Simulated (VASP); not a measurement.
Input of a VASP 6.6.1 run:

The input INCAR:

```
PREC = Accurate ; ENCUT = 520
EDIFF = 1E-7 ; ISMEAR = -1
SIGMA = 0.3 ; LREAL = Auto
LASPH = T ; NELM = 80
ALGO = Normal ; ISIF = 2
LWAVE = F ; LCHARG = F
GGA = PE ; IVDW = 12
NBANDS = 86
```

The input KPOINTS:

```
Automatic mesh
0
Gamma
  2 2 2
```

Contents of POSCAR:

```
WC
1.0
   -2.9007650000     -5.0242720000      0.0000000000
    4.3511470000     -2.5121360000      0.0000000000
    0.0000000000      0.0000000000      5.6940560000
W C
8 8
Direct
    0.7200221817      0.5235435953     -0.0098172550
    0.7366852414      0.4687616310      0.4753729152
    0.4993850558     -0.0017699491     -0.0006849248
    0.4807273956     -0.0329620664      0.4963597127
    0.2292360449      0.4748770602      0.0007024869
    0.2611860096      0.4904314277      0.4919867314
   -0.0121852447     -0.0047680603     -0.0104494933
   -0.0017413213     -0.0612829592      0.4828895255
    0.4953916259      0.6401794032      0.2556876855
    0.5102639242      0.6650098772      0.7353457711
    0.2399029113      0.1199228545      0.2528601756
    0.2449275012      0.1303741572      0.7273374199
   -0.0099137451      0.5959905641      0.2494004274
    0.0227550025      0.6452567369      0.7299717460
    0.7306448519      0.1623087002      0.2212482631
    0.7588817629      0.1571856012      0.7463572540
```

Potentials or basis: VASP PAW PBE potentials, release 64 (W_sv, C).

Command:

```bash
$ cat potpaw_PBE.64/W_sv/POTCAR potpaw_PBE.64/C/POTCAR > POTCAR
$ mpirun -np 1 vasp_std > vasp.out
```

Q: Estimate the largest force.

A: 6.356 eV/Å.

Q: Estimate the dispersion energy per atom.

A: -0.462 eV.

Q: What does it give for the pressure?

A: 10.1 GPa.

Q: Estimate the band gap on the k mesh.

A: Zero (band 72 reaches 11.62 eV, above the bottom of band 73 at 11.56 eV).

Forces on the atoms (eV/Å):
```
W   -6.264 -0.710 -0.814
W   -1.211 -1.548  3.621
W   -0.022  2.386 -1.969
W    0.679 -4.288 -0.714
W   -0.611 -1.283 -1.600
W   -2.567  4.441  0.569
W   -1.943 -0.296 -0.456
W    5.116 -1.040  0.783
C    1.425  0.351 -2.000
C    0.142  1.661  0.440
C    1.314 -0.413 -1.364
C    1.369 -0.367  1.699
C    2.247 -1.694 -0.602
C    0.933  1.929  1.740
C   -1.242 -0.289  1.758
C    0.636  1.159 -1.090
```

Caveat: the k points lie up to 0.63 Å⁻¹ apart; spin-orbit coupling is left out, which moves the levels of the heavy elements; pairwise dispersion overbinds metals, which lowers pressure and volume; forces of over 1 eV/Å act on the atoms, so gaps and moduli don't describe the material at rest.
